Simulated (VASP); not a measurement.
# PmBi (Pm-3m) in VASP: single point with PBE+U

Aim: the single point of PmBi with PBE+U.

Everything below comes from runs of VASP 6.6.1. Logs are shortened: lines on timing, memory, paths and dates and some standing lists are left out, and cuts for length are marked.

### Step 1. The cell of the first run

The structure is cubic, space group Pm-3m (No. 221). Conventional cell: a = 4.121 Å, b = 4.121 Å, c = 4.121 Å, α = 90.00°, β = 90.00°, γ = 90.00°. Pm (site symmetry m-3m) has 8 Bi at 3.57 Å and 6 Pm at 4.12 Å within 4.7 Å. Bi (site symmetry m-3m) has 8 Pm at 3.57 Å and 6 Bi at 4.12 Å within 4.7 Å.

### Step 2. Single point, PBE+U, collinear spin, ferromagnetic start

INCAR

```
SYSTEM = PmBi
ALGO = Fast
EDIFF = 1E-7
ENCUT = 520
GGA = PE
ISIF = 2
ISMEAR = 0
ISPIN = 2
LASPH = .True.
LCHARG = .False.
LDAU = .True.
LDAUJ = 0 0
LDAUL = 3 -1
LDAUPRINT = 1
LDAUTYPE = 2
LDAUU = 6 0
LMAXMIX = 6
LORBIT = 11
LREAL = .False.
LWAVE = .False.
MAGMOM = 5.43 0
NBANDS = 26
NELM = 150
PREC = Accurate
SIGMA = 0.05
```

KPOINTS

```
k-points
0
Gamma
  8 8 8
  0 0 0
```

POSCAR

```
PmBi
1.0
    4.1211360596      0.0000000000      0.0000000000
    0.0000000000      4.1211360596      0.0000000000
    0.0000000000      0.0000000000      4.1211360596
Pm Bi
1 1
Direct
    0.0000000000      0.0000000000      0.0000000000
    0.5000000000      0.5000000000      0.5000000000
```

Potentials or basis: VASP PAW PBE potentials, release 64 (Pm, Bi_d).

Command:

```console
$ cat potpaw_PBE.64/Pm/POTCAR potpaw_PBE.64/Bi_d/POTCAR > POTCAR
$ mpirun -np 1 vasp_std > vasp.out
```

OUTCAR:

```text
SYSTEM = PmBi
   EDIFF = 1E-7
   ENCUT = 520
   GGA = PE
   ISIF = 2
   ISMEAR = 0
   ISPIN = 2
   LASPH = .True.
   LORBIT = 11
   LREAL = .False.
   NELM = 150
   PREC = Accurate

 ion  position               nearest neighbor table
   1  0.000  0.000  0.000-   2 3.57   2 3.57   2 3.57   2 3.57   2 3.57   2 3.57   2 3.57   2 3.57

   2  0.500  0.500  0.500-   1 3.57   1 3.57   1 3.57   1 3.57   1 3.57   1 3.57   1 3.57   1 3.57

  LATTYP: Found a simple cubic cell.
 ALAT       =     4.1211360596

  Lattice vectors:

 A1 = (   4.1211360596,   0.0000000000,   0.0000000000)
 A2 = (   0.0000000000,   4.1211360596,   0.0000000000)
 A3 = (   0.0000000000,   0.0000000000,   4.1211360596)

Analysis of symmetry for initial positions (statically):
=====================================================================
 Subroutine PRICEL returns:
 Original cell was already a primitive cell.

 Routine SETGRP: Setting up the symmetry group for a
 simple cubic supercell.

 Subroutine GETGRP returns: Found 48 space group operations
 (whereof 48 operations were pure point group operations)
 out of a pool of 48 trial point group operations.

The static configuration has the point symmetry O_h .

Analysis of symmetry for dynamics (positions and initial velocities):
=====================================================================
 Subroutine PRICEL returns:
 Original cell was already a primitive cell.

 Routine SETGRP: Setting up the symmetry group for a
 simple cubic supercell.

 Subroutine GETGRP returns: Found 48 space group operations
 (whereof 48 operations were pure point group operations)
 out of a pool of 48 trial point group operations.

The dynamic configuration has the point symmetry O_h .

Analysis of structural, dynamic, and magnetic symmetry:
=====================================================================
 Subroutine PRICEL returns:
 Original cell was already a primitive cell.

 Routine SETGRP: Setting up the symmetry group for a
 simple cubic supercell.

 Subroutine GETGRP returns: Found 48 space group operations
 (whereof 48 operations were pure point group operations)
 out of a pool of 48 trial point group operations.

The overall configuration has the point symmetry O_h .

 Subroutine INISYM returns: Found 48 space group operations
 (whereof 48 operations are pure point group operations),
 and found     1 'primitive' translations

----------------------------------------------------------------------------------------

                                     Primitive cell

  volume of cell :      69.9924

  direct lattice vectors                    reciprocal lattice vectors
     4.121136060  0.000000000  0.000000000     0.242651537  0.000000000  0.000000000
     0.000000000  4.121136060  0.000000000     0.000000000  0.242651537  0.000000000
     0.000000000  0.000000000  4.121136060     0.000000000  0.000000000  0.242651537

  length of vectors
     4.121136060  4.121136060  4.121136060     0.242651537  0.242651537  0.242651537

  position of ions in fractional coordinates (direct lattice)
     0.000000000  0.000000000  0.000000000
     0.500000000  0.500000000  0.500000000

  ion indices of the primitive-cell ions
   primitive index   ion index
                 1           1
                 2           2

----------------------------------------------------------------------------------------

 KPOINTS: k-points

Automatic generation of k-mesh.
 Grid dimensions read from file:
 generate k-points for:    8    8    8

 Generating k-lattice:
[... 57 lines left out ...]
   LNONCOLLINEAR =      F non collinear calculations
   LSORBIT =      F    spin-orbit coupling
   LASPH  =      T    aspherical Exc in radial PAW
   ENCUT  =  520.0 eV  38.22 Ry    6.18 a.u.   7.66  7.66  7.66*2*pi/ulx,y,z
   NELM   =    150;   NELMIN=  2; NELMDL= -5     # of ELM steps
   EDIFF  = 0.1E-06   stopping-criterion for ELM
   LREAL  =      F    real-space projection
   EDIFFG = 0.1E-05   stopping-criterion for IOM
   NSW    =      0    number of steps for IOM
   IBRION =     -1    ionic relax: 0-MD 1-quasi-New 2-CG
   NFREE  =      0    steps in history (QN), initial steepest desc. (CG)
   ISIF   =      2    stress and relaxation
   ISYM   =      2    0-nonsym 1-usesym 2-fastsym
   POTIM  = 0.5000    time-step for ionic-motion
   TEBEG  =    0.0;   TEEND  =   0.0 temperature during run
   PSTRESS=    0.0 pullay stress
   NELECT =      30.0000    total number of electrons
   NUPDOWN=      -1.0000    fix difference up-down
   EMIN   =  10.00;   EMAX   =-10.00  energy-range for DOS
   EFERMI =   0.00;   METHOD = LEGACY
   ISMEAR =     0;   SIGMA  =   0.05  broadening in eV -4-tet -1-fermi 0-gaus
   EFERMI_NEDOS =   21; number of points for ismear=-14 and -15
   IALGO  =     68    algorithm
   IMIX   =      4    mixing-type and parameters
     AMIX     =   0.40;   BMIX     =  1.00
     AMIX_MAG =   1.60;   BMIX_MAG =  1.00
  volume/ion in A,a.u.               =      35.00       236.17
  Fermi-wavevector in a.u.,A,eV,Ry     =   1.234331  2.332547 20.729469  1.523573
  Thomas-Fermi vector in A             =   2.369025
   LORBIT       =     11    0 simple, 1 ext, 2 COOP (PROOUT), +10 PAW based schemes
 LDA+U is selected, type is set to LDAUTYPE =  2
   angular momentum for each species LDAUL =     3   -1
   U (eV)           for each species LDAUU =   6.0  0.0
   J (eV)           for each species LDAUJ =   0.0  0.0
   GGA     = PE    functional components
   LHFCALC =     F    Hartree Fock is set to
   AEXX    =    0.0000 exact exchange contribution
   IVDW    =     0    specifies the selected vdW correction
   LEPSILON=     F    determine dielectric tensor
   LRPA    =     F    only Hartree local field effects (RPA)
 spin polarized calculation
 RMM-DIIS sequential band-by-band and
 Gauss-broadening in eV      SIGMA  =   0.05
  energy-cutoff  :      520.00
  volume of cell :       69.99
 maximum number of plane-waves:      1924
 NGX is ok and might be reduce to    32
   NGX = 15   NGY = 15   NGZ = 15

atom =   1  type =  1  l = 3

 onsite density matrix

spin component  1

  0.6270 -0.0000  0.4596 -0.0000  0.0000  0.0000 -0.0000
 -0.0000  0.9848  0.0000 -0.0000 -0.0000 -0.0000  0.0000
  0.4596  0.0000  0.3897  0.0000 -0.0000 -0.0000 -0.0000
 -0.0000 -0.0000  0.0000  0.9830 -0.0000  0.0000 -0.0000
  0.0000 -0.0000 -0.0000 -0.0000  0.3897 -0.0000 -0.4596
  0.0000 -0.0000 -0.0000  0.0000 -0.0000  0.0337  0.0000
 -0.0000  0.0000 -0.0000 -0.0000 -0.4596  0.0000  0.6270

spin component  2

  0.0014  0.0000 -0.0003  0.0000 -0.0000 -0.0000  0.0000
  0.0000  0.0066 -0.0000  0.0000 -0.0000 -0.0000 -0.0000
 -0.0003 -0.0000  0.0015  0.0000  0.0000  0.0000  0.0000
  0.0000  0.0000  0.0000  0.0012  0.0000 -0.0000 -0.0000
 -0.0000 -0.0000  0.0000  0.0000  0.0015  0.0000  0.0003
 -0.0000 -0.0000  0.0000 -0.0000  0.0000  0.0018 -0.0000
  0.0000 -0.0000  0.0000 -0.0000  0.0003 -0.0000  0.0014

 occupancies and eigenvectors

  o =  0.0012  v =  0.0000  0.0000  0.0000  0.0000  0.0000  0.0000  0.0000  0.7906 -0.0000  0.6124 -0.0001  0.0002  0.0000 -0.0002      0.0000  0.0000  0.0000  0.0000  0.0000  0.0000  0.0000  0.0000  0.0000  0.0000  0.0000  0.0000  0.0000  0.0000
  o =  0.0012  v =  0.0000  0.0000  0.0000  0.0000  0.0000  0.0000  0.0000 -0.0002 -0.0000 -0.0002 -0.0000  0.6124 -0.0000 -0.7906      0.0000  0.0000  0.0000  0.0000  0.0000  0.0000  0.0000  0.0000  0.0000  0.0000  0.0000  0.0000  0.0000  0.0000
  o =  0.0012  v =  0.0000  0.0000  0.0000  0.0000  0.0000  0.0000  0.0000  0.0001 -0.0000  0.0001  1.0000  0.0000  0.0000 -0.0000      0.0000  0.0000  0.0000  0.0000  0.0000  0.0000  0.0000  0.0000  0.0000  0.0000  0.0000  0.0000  0.0000  0.0000
  o =  0.0018  v =  0.0000  0.0000  0.0000  0.0000  0.0000  0.0000  0.0000  0.0013 -0.0000 -0.0016 -0.0000 -0.0017  1.0000 -0.0013      0.0000  0.0000  0.0000  0.0000  0.0000  0.0000  0.0000  0.0000  0.0000  0.0000  0.0000  0.0000  0.0000  0.0000
  o =  0.0018  v =  0.0000  0.0000  0.0000  0.0000  0.0000  0.0000  0.0000  0.6112 -0.0000 -0.7890  0.0000  0.0493 -0.0019  0.0382      0.0000  0.0000  0.0000  0.0000  0.0000  0.0000  0.0000  0.0000  0.0000  0.0000  0.0000  0.0000  0.0000  0.0000
  o =  0.0018  v =  0.0000  0.0000  0.0000  0.0000  0.0000  0.0000  0.0000 -0.0382  0.0000  0.0493 -0.0000  0.7890  0.0023  0.6112      0.0000  0.0000  0.0000  0.0000  0.0000  0.0000  0.0000  0.0000  0.0000  0.0000  0.0000  0.0000  0.0000  0.0000
  o =  0.0066  v =  0.0000  0.0000  0.0000  0.0000  0.0000  0.0000  0.0000  0.0000  1.0000 -0.0000  0.0000 -0.0000  0.0000 -0.0000      0.0000  0.0000  0.0000  0.0000  0.0000  0.0000  0.0000  0.0000  0.0000  0.0000  0.0000  0.0000  0.0000  0.0000
  o =  0.0337  v =  0.0006  0.0000 -0.0008  0.0000 -0.7906 -0.0006 -0.6124  0.0000  0.0000  0.0000  0.0000  0.0000  0.0000  0.0000      0.0000  0.0000  0.0000  0.0000  0.0000  0.0000  0.0000  0.0000  0.0000  0.0000  0.0000  0.0000  0.0000  0.0000
  o =  0.0337  v =  0.6124 -0.0000 -0.7906  0.0000  0.0008 -0.0001  0.0006  0.0000  0.0000  0.0000  0.0000  0.0000  0.0000  0.0000      0.0000  0.0000  0.0000  0.0000  0.0000  0.0000  0.0000  0.0000  0.0000  0.0000  0.0000  0.0000  0.0000  0.0000
  o =  0.0337  v = -0.0001 -0.0000  0.0001 -0.0000  0.0005 -1.0000  0.0004  0.0000  0.0000  0.0000  0.0000  0.0000  0.0000  0.0000      0.0000  0.0000  0.0000  0.0000  0.0000  0.0000  0.0000  0.0000  0.0000  0.0000  0.0000  0.0000  0.0000  0.0000
  o =  0.9830  v = -0.0001  0.0000 -0.0001  0.0421  0.6118 -0.0000 -0.7899  0.0000  0.0000  0.0000  0.0000  0.0000  0.0000  0.0000      0.0000  0.0000  0.0000  0.0000  0.0000  0.0000  0.0000  0.0000  0.0000  0.0000  0.0000  0.0000  0.0000  0.0000
  o =  0.9830  v =  0.7906  0.0000  0.6124  0.0001  0.0001  0.0000 -0.0001  0.0000  0.0000  0.0000  0.0000  0.0000  0.0000  0.0000      0.0000  0.0000  0.0000  0.0000  0.0000  0.0000  0.0000  0.0000  0.0000  0.0000  0.0000  0.0000  0.0000  0.0000
  o =  0.9830  v = -0.0000  0.0000 -0.0000  0.9991 -0.0258 -0.0000  0.0333  0.0000  0.0000  0.0000  0.0000  0.0000  0.0000  0.0000      0.0000  0.0000  0.0000  0.0000  0.0000  0.0000  0.0000  0.0000  0.0000  0.0000  0.0000  0.0000  0.0000  0.0000
  o =  0.9848  v =  0.0000 -1.0000  0.0000  0.0000  0.0000 -0.0000 -0.0000  0.0000  0.0000  0.0000  0.0000  0.0000  0.0000  0.0000      0.0000  0.0000  0.0000  0.0000  0.0000  0.0000  0.0000  0.0000  0.0000  0.0000  0.0000  0.0000  0.0000  0.0000

 number of electron      29.9999991 magnetization       4.4563471

 Free energy of the ion-electron system (eV)
  ---------------------------------------------------
  ext. energy  EPLUGINS =         0.00000000
  ---------------------------------------------------
  free energy    TOTEN  =       -11.79572053 eV

  energy without entropy =      -11.78868956  energy(sigma->0) =      -11.79220505

 E-fermi :   6.2718     XC(G=0):  -9.7394

 val. band max:        6.2631895897   @ k =   0.5000   0.2500   0.0000
 cond. band min:       6.2831413974   @ k =   0.2500   0.1250   0.0000
 fundamental gap:      0.0199518077
 Fermi energy:         6.2718172583

 spin component 1

 k-point     1 :       0.0000    0.0000    0.0000
  band No.  band energies     occupation
      1     -34.3951      1.00000
      2     -15.7241      1.00000
      3     -15.7241      1.00000
      4     -15.7178      1.00000
      5     -15.7178      1.00000
      6     -15.7178      1.00000
[... 1385 lines left out ...]
     25      10.8382      0.00000
     26      11.5501      0.00000

 [... further k-points ...]
[... 5 lines left out ...]
  --------------------------------------------------------------------------------------
  -------------------------------------------------------------------------------------
  Total       -1.8160936     -1.8160936     -1.8160936     -0.0000000     -0.0000000      0.0000000
  in kB      -41.5717151    -41.5717151    -41.5717151     -0.0000000     -0.0000000      0.0000000
  external PRESSURE =     -41.5717151 kB  Pullay stress =       0.0000000 kB

 VOLUME and BASIS-vectors are now :
 -----------------------------------------------------------------------------
  energy-cutoff  :      520.00
  volume of cell :       69.99
      direct lattice vectors                 reciprocal lattice vectors
     4.121136060  0.000000000  0.000000000     0.242651537  0.000000000  0.000000000
     0.000000000  4.121136060  0.000000000     0.000000000  0.242651537  0.000000000
     0.000000000  0.000000000  4.121136060     0.000000000  0.000000000  0.242651537

 POSITION                                       TOTAL-FORCE (eV/Angst)
 -----------------------------------------------------------------------------------
      0.00000      0.00000      0.00000         0.000000      0.000000      0.000000
      2.06057      2.06057      2.06057         0.000000      0.000000      0.000000
 -----------------------------------------------------------------------------------
    total drift:                                0.000000      0.000000     -0.000000

  FREE ENERGIE OF THE ION-ELECTRON SYSTEM (eV)
  ---------------------------------------------------
  free  energy   TOTEN  =       -11.7957205342 eV

  energy  without entropy=      -11.7886895644  energy(sigma->0) =      -11.79220505

 total charge

# of ion       s       p       d       f       tot
--------------------------------------------------
    1        2.006   5.545   0.528   4.048  12.128
    2        1.470   1.525   9.888   0.000  12.883
--------------------------------------------------
tot          3.476   7.070  10.416   4.048  25.010

 magnetization (x)

# of ion       s       p       d       f       tot
--------------------------------------------------
    1       -0.007   0.008   0.158   4.017   4.176
    2       -0.001  -0.045   0.004   0.000  -0.041
--------------------------------------------------
tot         -0.008  -0.037   0.162   4.017   4.135
```

It took 8 min on 1 thread of AMD EPYC 7R43 (Zen 3), shared host; peak memory 0.25 GiB.

Results:

- Free energy: -11.7957 eV
- Pressure: -4.2 GPa
- Net moment: 4.46 μB per cell
- Site moments: Pm +4.18; Bi -0.04 μB
- Valence electrons inside the program's atomic spheres: Pm 12.13; Bi 12.88

Eigenvalues of the final occupation matrices:
```tsv
site	spin	trace	eigenvalues
site 1 f	1	4.03	0.03 0.03 0.03 0.98 0.98 0.98 0.98
site 1 f	2	0.02	0.00 0.00 0.00 0.00 0.00 0.00 0.01
```

Caveat: the magnetic or orbital state may not be the lowest; spin-orbit coupling is left out, which moves the levels of the heavy elements; the U is typed as a test and isn't derived for this compound. The state reached can hang on the start; a lower one may exist.
